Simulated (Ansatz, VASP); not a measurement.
Ag: VASP beside Ansatz

```
CELL_PARAMETERS angstrom
0.00000 1.72437 1.72437
1.72437 0.00000 1.72437
1.72437 1.72437 0.00000
ATOMIC_POSITIONS crystal
Ag 0.00000 0.00000 0.00000
```

Change from the starting cell: volume scaled by 0.64, LAPW.

Alike in both runs: task single point; functional LDA; k mesh 18 × 18 × 18; occupations fermi-dirac, width 0.08 eV; no spin polarisation.

```csv
,VASP,Ansatz
version,VASP 6.6.1,Ansatz 0.2.0
potentials or method,"VASP PAW LDA potentials, release 64 (Ag), cutoff 520 eV","all-electron LAPW, scalar-relativistic"
```

Ansatz gave:

```
pressure (GPa) : 210.5
```

Task: What did VASP give for the same quantities?

Result: Pressure (GPa): 211.6.

LDA's correlation is that of Perdew and Zunger in VASP and of Perdew and Wang (1992) in Ansatz. Both programs put the cell under a high pressure, so it lies far from rest at this level. Ansatz ran all-electron here, and VASP with PAW potentials.

Noted on VASP's run: the cell as given lies far from equilibrium.
